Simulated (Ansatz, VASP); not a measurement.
Two plane-wave programs on Mg2O

```
CELL_PARAMETERS angstrom
3.09254 0.00000 0.00000
-1.54627 2.67822 0.00000
0.00000 0.00000 4.99546
ATOMIC_POSITIONS crystal
Mg 0.33333 0.66667 0.24762
Mg 0.66667 0.33333 0.75238
O 0.00000 0.00000 0.00000
```

Alike in both runs: task relaxation of cell and atoms; functional PBE; k mesh 12 × 12 × 8; occupations gaussian, width 0.1 eV; no spin polarisation.

|  | VASP | Ansatz |
| --- | --- | --- |
| version | VASP 6.6.1 | Ansatz 0.2.0 |
| potentials or method | VASP PAW PBE potentials, release 64 (Mg, O), cutoff 600 eV | scalar-relativistic, plane waves, PAW |
| valence electrons in the cell | 10 | 26 |

|  | VASP | Ansatz | Ansatz less VASP |
| --- | --- | --- | --- |
| gap on the k mesh at the Fermi level, each at its own relaxed structure (eV) | none | none | - |
| relaxed volume (Å³/atom) | 13.77 | 13.86 | +0.092 |
| relaxed length of the cell vector where the two differ most in proportion (Å) | 5.001 | 5.012 | +0.0112 |

A gap of «none» marks a metal or a gap that the smearing closes. VASP's potentials hold 10 valence electrons a cell and Ansatz's 26, so a difference there can come from the potentials and not from the codes.
